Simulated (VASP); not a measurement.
# MgB2 (P6/mmm) in VASP: further runs, part 2 of 2

VASP 6.6.1.

## 3. Relaxation of cell and atoms, PBE

This run uses another cell than the first one, of 9.68 Å³/atom, 1.006 times its volume.

Contents of INCAR:

```
  PREC = Accurate
  ENCUT = 600
  EDIFF = 1E-6
  ISMEAR = -1
  SIGMA = 0.05
  LREAL = False
  LASPH = True
  NELM = 80
  ALGO = Normal
  ISIF = 3
  LWAVE = False
  LCHARG = False
  GGA = PE
  IBRION = 2
  NSW = 60
  EDIFFG = -0.01
```

Contents of KPOINTS:

```
Automatic mesh
0
Gamma
  10 10 8
```

Contents of POSCAR:

```
MgB2
1.0
    3.0850000000      0.0000000000      0.0000000000
   -1.5425000000      2.6716883707      0.0000000000
    0.0000000000      0.0000000000      3.5230000000
Mg B
1 2
Direct
    0.0000000000      0.0000000000      0.0000000000
    0.6666666667      0.3333333333      0.5000000000
    0.3333333333      0.6666666667      0.5000000000
```

Potentials or basis: VASP PAW PBE potentials, release 64 (Mg, B).

Run with:

```console
> cat potpaw_PBE.64/Mg/POTCAR potpaw_PBE.64/B/POTCAR > POTCAR
> mpirun -np 1 vasp_std > vasp.out
```

OUTCAR:

```text
PREC = Accurate
   ENCUT = 600
   EDIFF = 1E-6
   ISMEAR = -1
   LREAL = False
   LASPH = True
   NELM = 80
   ISIF = 3
   GGA = PE
   IBRION = 2
   NSW = 60
   EDIFFG = -0.01

 ion  position               nearest neighbor table
   1  0.000  0.000  0.000-   2 2.51   3 2.51   2 2.51   3 2.51   2 2.51   2 2.51   3 2.51   3 2.51
                             2 2.51   2 2.51   3 2.51   3 2.51
   2  0.667  0.333  0.500-   3 1.78   3 1.78   3 1.78   1 2.51   1 2.51   1 2.51   1 2.51   1 2.51
                             1 2.51
   3  0.333  0.667  0.500-   2 1.78   2 1.78   2 1.78   1 2.51   1 2.51   1 2.51   1 2.51   1 2.51
                             1 2.51

  LATTYP: Found a hexagonal cell.
 ALAT       =     3.0850000000
 C/A-ratio  =     1.1419773096

  Lattice vectors:

 A1 = (   3.0850000000,   0.0000000000,   0.0000000000)
 A2 = (  -1.5425000000,   2.6716883707,   0.0000000000)
 A3 = (   0.0000000000,   0.0000000000,   3.5230000000)
[... 298 lines left out ...]

 E-fermi :   5.3664     XC(G=0): -10.9435

 val. band max:        5.3423280966   @ k =   0.1000   0.0000   0.1250
 cond. band min:       5.3879317895   @ k =   0.3000   0.2000   0.0000
 fundamental gap:      0.0456036929
 Fermi energy:         5.3663948257

 k-point     1 :       0.0000    0.0000    0.0000
  band No.  band energies     occupation
      1      -7.1361      2.00000
      2       2.3918      2.00000
      3       5.6883      0.00320
      4       5.6883      0.00320
      5       7.0234      0.00000
      6      11.6452      0.00000
      7      11.6452      0.00000
      8      13.4575      0.00000
[... 243 lines left out ...]
 k-point    24 :       0.4000    0.1000    0.1250
  band No.  band energies     occupation
      1      -3.5099      2.00000
      2      -1.7462      2.00000
      3       2.4910      2.00000
      4       4.6602      2.00000
      5       7.5499      0.00000
      6      10.5495      0.00000
      7      11.7212      0.00000
      8      13.6471      0.00000

 [... further k-points ...]
[... 5 lines left out ...]
  --------------------------------------------------------------------------------------
  -------------------------------------------------------------------------------------
  Total        0.0139739      0.0139739     -0.0233532      0.0000000     -0.0000000     -0.0000000
  in kB        0.7774823      0.7774823     -1.2993289      0.0000000     -0.0000000     -0.0000000
  external PRESSURE =       0.0852119 kB  Pullay stress =       0.0000000 kB
[... 18 lines left out ...]
  FREE ENERGIE OF THE ION-ELECTRON SYSTEM (eV)
  ---------------------------------------------------
  free  energy   TOTEN  =       -15.3263941396 eV

  energy  without entropy=      -15.3203083221  energy(sigma->0) =      -15.32335123

 reached required accuracy - stopping structural energy minimisation
```

It took 43 s on 1 thread of Intel Xeon Platinum 8375C at 2.90GHz (Ice Lake), shared host; peak memory 0.17 GiB.

What came out:

```yaml
Free_energy: -15.3264 eV
Relaxed_volume: 9.60 Å³/atom
Relaxed_cell: a = 3.078 Å, b = 3.078 Å, c = 3.509 Å, α = 90.00°, β = 90.00°, γ = 120.00°
Space_group_after_relaxing_to_0.05_Å: P6/mmm (No. 191)
Energy_gained_by_relaxing: 0.3 meV/atom
Ionic_steps: 4
Pressure_after_relaxing: 0.0 GPa
Band_gap_on_the_k_mesh: zero (band 4 reaches 6.46 eV, above the bottom of band 5 at 3.98 eV)
```

The path:
| step | energy change (eV) | largest force (eV/Å) | pressure (GPa) | volume (Å³) |
| --- | --- | --- | --- | --- |
| 1 | 0.0000 | 0.0000 | -1.18 | 29.04 |
| 2 | -0.0008 | 0.0000 | 0.37 | 28.74 |
| 3 | -0.0009 | 0.0000 | 0.02 | 28.81 |
| 4 | -0.0009 | 0.0000 | 0.01 | 28.80 |

Final structure:
```
Mg B
1.0
     3.07835    0.00000    0.00000
    -1.53918    2.66593    0.00000
     0.00000    0.00000    3.50890
Mg B
1 2
Cartesian
  3.0784 0.0000 0.0000
  1.5392 0.8886 1.7545
  0.0000 1.7773 1.7545
```

Levels at points of the mesh, in eV from the Fermi level:
| k point | band 1 | band 2 | band 3 | band 4 | band 5 | band 6 | band 7 | band 8 |
| --- | --- | --- | --- | --- | --- | --- | --- | --- |
| (0.00, 0.00, 0.00) | -12.50 | -2.97 | 0.32 | 0.32 | 1.66 | 6.28 | 6.28 | 8.09 |
| (0.50, 0.00, 0.00) | -8.60 | -7.90 | -2.22 | 0.18 | 3.06 | 3.83 | 5.34 | 7.14 |
| (0.00, 0.00, 0.50) | -11.21 | -7.50 | 0.71 | 0.71 | 6.61 | 6.61 | 7.93 | 9.90 |
| (0.50, 0.00, 0.50) | -7.61 | -6.98 | -3.63 | -1.93 | -1.35 | 5.70 | 8.78 | 8.89 |
